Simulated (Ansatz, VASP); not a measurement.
**Two plane-wave programs on ZnC2**

File INCAR:

```
SYSTEM = ZnC2
  PREC = Accurate
  ENCUT = 520
  EDIFF = 1E-6
  ISMEAR = 0
  SIGMA = 0.1
  LREAL = .FALSE.
  LASPH = .TRUE.
  NELM = 60
  ALGO = Normal
  ISIF = 2
  LWAVE = .FALSE.
  LCHARG = .TRUE.
  GGA = PE
  LELF = .TRUE.
  LVHAR = .TRUE.
  NBANDS = 17
```

Contents of KPOINTS:

```
Automatic mesh
0
G
  6 6 6
  0 0 0
```

Contents of POSCAR:

```
ZnC2
1.0
    3.0826480677      0.0000000000      0.0000000000
   -1.5413240339      2.6696515376      0.0000000000
    0.0000000000      0.0000000000      3.3284406047
Zn C
1 2
Direct
    0.0000000000      0.0000000000      0.0000000000
    0.3333333333      0.6666666667      0.5000000000
    0.6666666667      0.3333333333      0.5000000000
```

Input for Ansatz:

```yaml
crystal:
  lattice:
    - [3.0826480677, 0.0, 0.0]
    - [-1.5413240339, 2.6696515376, 0.0]
    - [0.0, 0.0, 3.3284406047]
  atoms:
    - { symbol: Zn, position: [0.0, 0.0, 0.0] }
    - { symbol: C, position: [0.3333333333, 0.6666666667, 0.5] }
    - { symbol: C, position: [0.6666666667, 0.3333333333, 0.5] }
basis:
  ecutwfc: 420
kpoints:
  mp_grid: { grid: [6, 6, 6] }
hamiltonian:
  xc: pbe
scf:
  occupations: { method: gaussian, width: 0.1 }
  lower_state_search: "off"
output:
  forces: true
  stress: true
  eigenvalues: true
```

Alike in both runs: task single point; functional PBE; k mesh 6 × 6 × 6; occupations gaussian, width 0.1 eV; no spin polarisation.

```csv
,VASP,Ansatz
version,VASP 6.6.1,Ansatz 0.2.0
potentials or method,"VASP PAW PBE potentials, release 64 (Zn, C), cutoff 520 eV","scalar-relativistic, plane waves, PAW"
valence electrons in the cell,20,20
```

Ansatz gave:

```
gap on the k mesh at the Fermi level (eV)                     : none
pressure (GPa)                                                : -7.3
traceless stress, the component that is largest in VASP (GPa) : 31.23
```

Which values does VASP return?

gap on the k mesh at the Fermi level (eV): none; pressure (GPa): -6.8; traceless stress, the component that is largest in VASP (GPa): 31.44.

A gap of «none» marks a metal or a gap that the smearing closes. The functional is the same, so the differences come from potentials, cutoffs and numerics.

The k mesh is coarse, so the values compare programs but aren't converged.
